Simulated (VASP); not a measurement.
# LiF (I4/mmm) in VASP: notebook

LiF is run at these levels: PBE; tasks: single point.

All numbers are computed with VASP 6.6.1; they aren't measurements. Logs are shortened: lines on timing, memory, paths and dates and some standing lists are left out, and cuts for length are marked.

## (1) The cell of the first run

The structure is tetragonal, space group I4/mmm (No. 139). Conventional cell: a = 2.777 Å, b = 2.777 Å, c = 4.129 Å, α = 90.00°, β = 90.00°, γ = 90.00°. Li (site symmetry 4/mmm) has 6 F at 1.96 to 2.06 Å within 2.6 Å. F (site symmetry 4/mmm) has 6 Li at 1.96 to 2.06 Å within 2.6 Å.

## (2) Single point, PBE (strain -0.025 along x and y, +0.025 along z)

INCAR

```
PREC = Accurate
ENCUT = 520
EDIFF = 1E-6
ISMEAR = 0
SIGMA = 0.05
LREAL = False
LASPH = True
NELM = 100
ALGO = Normal
ISIF = 2
LWAVE = False
LCHARG = False
GGA = PE
NBANDS = 12
```

KPOINTS

```
regular mesh
0
Gamma
  10 10 10
```

POSCAR

```
LiF
1.0
    0.0000000000      1.9636500000      2.0643500000
    1.9636500000      0.0000000000      2.0643500000
    1.9636500000      1.9636500000      0.0000000000
Li F
1 1
Direct
    0.0000000000      0.0000000000      0.0000000000
    0.5000000000      0.5000000000      0.5000000000
```

Potentials or basis: VASP PAW PBE potentials, release 64 (Li_sv, F).

The run is started by

```console
cat potpaw_PBE.64/Li_sv/POTCAR potpaw_PBE.64/F/POTCAR > POTCAR
mpirun -np 1 vasp_std > vasp.out
```

OUTCAR:

```text
PREC = Accurate
   ENCUT = 520
   EDIFF = 1E-6
   ISMEAR = 0
   LREAL = False
   LASPH = True
   NELM = 100
   ISIF = 2
   GGA = PE

 ion  position               nearest neighbor table
   1  0.000  0.000  0.000-   2 1.96   2 1.96   2 1.96   2 1.96   2 2.06   2 2.06
   2  0.500  0.500  0.500-   1 1.96   1 1.96   1 1.96   1 1.96   1 2.06   1 2.06

  LATTYP: Found a body centered tetragonal cell.
 ALAT       =     2.7770204618
 C/A-ratio  =     1.4867373348

  Lattice vectors:

 A1 = (  -1.9636500000,   0.0000000000,   2.0643500000)
 A2 = (   1.9636500000,   0.0000000000,   2.0643500000)
 A3 = (   0.0000000000,   1.9636500000,  -2.0643500000)

Analysis of symmetry for initial positions (statically):
=====================================================================
 Subroutine PRICEL returns:
 Original cell was already a primitive cell.

 Routine SETGRP: Setting up the symmetry group for a
 body centered tetragonal supercell.

 Subroutine GETGRP returns: Found 16 space group operations
 (whereof 16 operations were pure point group operations)
 out of a pool of 16 trial point group operations.

The static configuration has the point symmetry D_4h.

Analysis of symmetry for dynamics (positions and initial velocities):
=====================================================================
 Subroutine PRICEL returns:
 Original cell was already a primitive cell.

 Routine SETGRP: Setting up the symmetry group for a
 body centered tetragonal supercell.

 Subroutine GETGRP returns: Found 16 space group operations
 (whereof 16 operations were pure point group operations)
 out of a pool of 16 trial point group operations.

The dynamic configuration has the point symmetry D_4h.

 Subroutine INISYM returns: Found 16 space group operations
 (whereof 16 operations are pure point group operations),
 and found     1 'primitive' translations

----------------------------------------------------------------------------------------

                                     Primitive cell

  volume of cell :      15.9199

  direct lattice vectors                    reciprocal lattice vectors
     0.000000000  1.963650000  2.064350000    -0.254627861  0.254627861  0.242206990
     1.963650000  0.000000000  2.064350000     0.254627861 -0.254627861  0.242206990
     1.963650000  1.963650000  0.000000000     0.254627861  0.254627861 -0.242206990

  length of vectors
     2.849116046  2.849116046  2.777020462     0.433975715  0.433975715  0.433975715

  position of ions in fractional coordinates (direct lattice)
     0.000000000  0.000000000  0.000000000
     0.500000000  0.500000000  0.500000000

  ion indices of the primitive-cell ions
   primitive index   ion index
                 1           1
                 2           2

----------------------------------------------------------------------------------------

 KPOINTS: regular mesh

Automatic generation of k-mesh.
 Grid dimensions read from file:
 generate k-points for:   10   10   10

 Generating k-lattice:

  Cartesian coordinates                     Fractional coordinates (reciprocal lattice)
    -0.025462786  0.025462786  0.024220699     0.100000000 -0.000000000  0.000000000
     0.025462786 -0.025462786  0.024220699    -0.000000000  0.100000000  0.000000000
     0.025462786  0.025462786 -0.024220699     0.000000000  0.000000000  0.100000000

  Length of vectors
     0.043397572  0.043397572  0.043397572

  Shift w.r.t. Gamma in fractional coordinates (k-lattice)
     0.000000000  0.000000000  0.000000000

 Subroutine IBZKPT returns following result:
 ===========================================

 Found    102 irreducible k-points:

 Following reciprocal coordinates:
            Coordinates               Weight
  0.000000  0.000000  0.000000      1.000000
  0.100000  0.000000  0.000000      8.000000
  0.200000  0.000000  0.000000      8.000000
  0.300000  0.000000  0.000000      8.000000
  0.400000  0.000000  0.000000      8.000000
  0.500000 -0.000000  0.000000      4.000000
[... 16 lines left out ...]
  0.300000  0.300000  0.000000      2.000000
  0.400000  0.300000  0.000000      8.000000
 [... further k-points ...]
   k-points           NKPTS =    102   k-points in BZ     NKDIM =    102   number of bands    NBANDS=     12
   number of dos      NEDOS =    301   number of ions     NIONS =      2
   total plane-waves  NPLWV =  13824
   dimension x,y,z NGX =    24 NGY =   24 NGZ =   24
   dimension x,y,z NGXF=    48 NGYF=   48 NGZF=   48
   ions per type =               1   1
   NGX,Y,Z   is equivalent  to a cutoff of  14.00, 14.00, 14.37 a.u.
   NGXF,Y,Z  is equivalent  to a cutoff of  28.01, 28.01, 28.74 a.u.
 SYSTEM =  unknown system
   PREC   = accura    normal or accurate (medium, high low for compatibility)
   ISTART =      0    job   : 0-new  1-cont  2-samecut
   ICHARG =      2    charge: 1-file 2-atom 10-const
   ISPIN  =      1    spin polarized calculation?
   LNONCOLLINEAR =      F non collinear calculations
   LSORBIT =      F    spin-orbit coupling
   LASPH  =      T    aspherical Exc in radial PAW
   ENCUT  =  520.0 eV  38.22 Ry    6.18 a.u.   5.30  5.30  5.16*2*pi/ulx,y,z
   NELM   =    100;   NELMIN=  2; NELMDL= -5     # of ELM steps
   EDIFF  = 0.1E-05   stopping-criterion for ELM
   LREAL  =      F    real-space projection
   EDIFFG = 0.1E-04   stopping-criterion for IOM
   NSW    =      0    number of steps for IOM
   IBRION =     -1    ionic relax: 0-MD 1-quasi-New 2-CG
   NFREE  =      0    steps in history (QN), initial steepest desc. (CG)
   ISIF   =      2    stress and relaxation
   ISYM   =      2    0-nonsym 1-usesym 2-fastsym
   POTIM  = 0.5000    time-step for ionic-motion
   TEBEG  =    0.0;   TEEND  =   0.0 temperature during run
   PSTRESS=    0.0 pullay stress
   NELECT =      10.0000    total number of electrons
   NUPDOWN=      -1.0000    fix difference up-down
   EMIN   =  10.00;   EMAX   =-10.00  energy-range for DOS
   EFERMI =   0.00;   METHOD = LEGACY
   ISMEAR =     0;   SIGMA  =   0.05  broadening in eV -4-tet -1-fermi 0-gaus
   EFERMI_NEDOS =   21; number of points for ismear=-14 and -15
   IALGO  =     38    algorithm
   IMIX   =      4    mixing-type and parameters
     AMIX     =   0.40;   BMIX     =  1.00
     AMIX_MAG =   1.60;   BMIX_MAG =  1.00
  volume/ion in A,a.u.               =       7.96        53.72
  Fermi-wavevector in a.u.,A,eV,Ry     =   1.402042  2.649475 26.745266  1.965722
  Thomas-Fermi vector in A             =   2.524843
   LORBIT       =      0    0 simple, 1 ext, 2 COOP (PROOUT), +10 PAW based schemes
   GGA     = PE    functional components
   LHFCALC =     F    Hartree Fock is set to
   AEXX    =    0.0000 exact exchange contribution
   IVDW    =     0    specifies the selected vdW correction
   LEPSILON=     F    determine dielectric tensor
   LRPA    =     F    only Hartree local field effects (RPA)
 non-spin polarized calculation
 Gauss-broadening in eV      SIGMA  =   0.05
  energy-cutoff  :      520.00
  volume of cell :       15.92
 maximum number of plane-waves:       440
 NGX is ok and might be reduce to    24
   NGX = 11   NGY = 11   NGZ = 11

 number of electron      10.0000000 magnetization

 number of electron       9.9999993 magnetization

 Free energy of the ion-electron system (eV)
  ---------------------------------------------------
  ext. energy  EPLUGINS =         0.00000000
  ---------------------------------------------------
  free energy    TOTEN  =        -9.62185723 eV

  energy without entropy =       -9.62185723  energy(sigma->0) =       -9.62185723

 E-fermi :  -0.5391     XC(G=0): -10.1054

 val. band max:       -0.7990502808   @ k =   0.0000   0.0000   0.0000
 cond. band min:       8.4492506755   @ k =   0.0000   0.0000   0.0000
 fundamental gap:      9.2483009563
 Fermi energy:        -0.5391196975

 k-point     1 :       0.0000    0.0000    0.0000
  band No.  band energies     occupation
      1     -41.7168      2.00000
      2     -20.9087      2.00000
      3      -0.9010      2.00000
      4      -0.9010      2.00000
      5      -0.7991      2.00000
      6       8.4493      0.00000
      7      22.6970      0.00000
      8      23.4598      0.00000
      9      23.8720      0.00000
     10      23.8720      0.00000
     11      23.9007      0.00000
     12      23.9007      0.00000

 k-point     2 :       0.1000    0.0000    0.0000
  band No.  band energies     occupation
      1     -41.7105      2.00000
      2     -20.8687      2.00000
      3      -1.1694      2.00000
      4      -0.9158      2.00000
      5      -0.8579      2.00000
      6       8.7416      0.00000
      7      20.6263      0.00000
      8      21.7907      0.00000
      9      22.5745      0.00000
     10      24.5924      0.00000
     11      24.9744      0.00000
     12      25.0573      0.00000

 k-point     3 :       0.2000    0.0000    0.0000
  band No.  band energies     occupation
      1     -41.6940      2.00000
      2     -20.7608      2.00000
      3      -1.8716      2.00000
      4      -0.9533      2.00000
      5      -0.9467      2.00000
      6       9.3854      0.00000
      7      18.1678      0.00000
      8      20.2203      0.00000
      9      21.0990      0.00000
     10      25.7247      0.00000
     11      26.2863      0.00000
     12      26.2889      0.00000
[... 286 lines left out ...]
 k-point    23 :       0.3000    0.3000    0.0000
  band No.  band energies     occupation
      1     -41.6676      2.00000
      2     -20.4906      2.00000
      3      -2.8759      2.00000
      4      -1.4972      2.00000
      5      -1.4972      2.00000
      6      11.4042      0.00000
      7      17.5845      0.00000
      8      18.2186      0.00000
      9      20.3913      0.00000
     10      20.3913      0.00000
     11      33.7207      0.00000
     12      34.4960      0.00000

 k-point    24 :       0.4000    0.3000    0.0000
  band No.  band energies     occupation
      1     -41.6558      2.00000
      2     -20.3820      2.00000
      3      -3.2942      2.00000
      4      -1.7153      2.00000
      5      -1.5795      2.00000
      6      12.1502      0.00000
      7      16.4571      0.00000
      8      17.7844      0.00000
      9      20.1174      0.00000
     10      21.1889      0.00000
     11      33.2750      0.00000
     12      34.9215      0.00000

 [... further k-points ...]
[... 5 lines left out ...]
  --------------------------------------------------------------------------------------
  -------------------------------------------------------------------------------------
  Total        0.5510723      0.5510723      0.1204537      0.0000000     -0.0000000     -0.0000000
  in kB       55.4597198     55.4597198     12.1224153      0.0000000     -0.0000000     -0.0000000
  external PRESSURE =      41.0139516 kB  Pullay stress =       0.0000000 kB

 VOLUME and BASIS-vectors are now :
 -----------------------------------------------------------------------------
  energy-cutoff  :      520.00
  volume of cell :       15.92
      direct lattice vectors                 reciprocal lattice vectors
     0.000000000  1.963650000  2.064350000    -0.254627861  0.254627861  0.242206990
     1.963650000  0.000000000  2.064350000     0.254627861 -0.254627861  0.242206990
     1.963650000  1.963650000  0.000000000     0.254627861  0.254627861 -0.242206990

 POSITION                                       TOTAL-FORCE (eV/Angst)
 -----------------------------------------------------------------------------------
      0.00000      0.00000      0.00000         0.000000     -0.000000     -0.000000
      1.96365      1.96365      2.06435        -0.000000      0.000000      0.000000
 -----------------------------------------------------------------------------------
    total drift:                               -0.000000     -0.000000      0.000000

  FREE ENERGIE OF THE ION-ELECTRON SYSTEM (eV)
  ---------------------------------------------------
  free  energy   TOTEN  =        -9.6218572344 eV

  energy  without entropy=       -9.6218572344  energy(sigma->0) =       -9.62185723
```

It took 6.3 s on 1 thread of Intel Xeon 6975P-C (Granite Rapids), shared host; peak memory 0.14 GiB.

Results:

* Free energy: -9.6219 eV
* Band gap on the k mesh: 9.25 eV, direct

Levels at points of the mesh, in eV from the valence-band top:
```csv
k point,band 1,band 2,band 3,band 4,band 5,band 6,band 7,band 8,band 9,band 10
"(0.00, 0.00, 0.00)",-40.92,-20.11,-0.10,-0.10,0.00,9.25,23.50,24.26,24.67,24.67
"(0.50, 0.00, 0.00)",-40.85,-19.66,-2.66,-0.36,-0.25,10.85,16.98,18.63,19.51,30.48
"(0.50, 0.50, 0.00)",-40.84,-19.42,-3.21,-1.00,-1.00,14.40,17.00,17.69,20.99,20.99
"(0.50, 0.00, 0.50)",-40.83,-19.35,-3.17,-1.31,-0.99,15.32,16.33,17.74,19.88,20.67
```

Caveat: the cell differs from its parent crystal (strain -0.025 along x and y, +0.025 along z); the cutoff is under 1.25 times the usual one of these potentials, so pressure, stress and relaxed cells hold a basis-set (Pulay) error.

(Continued in part 2 of 2.)
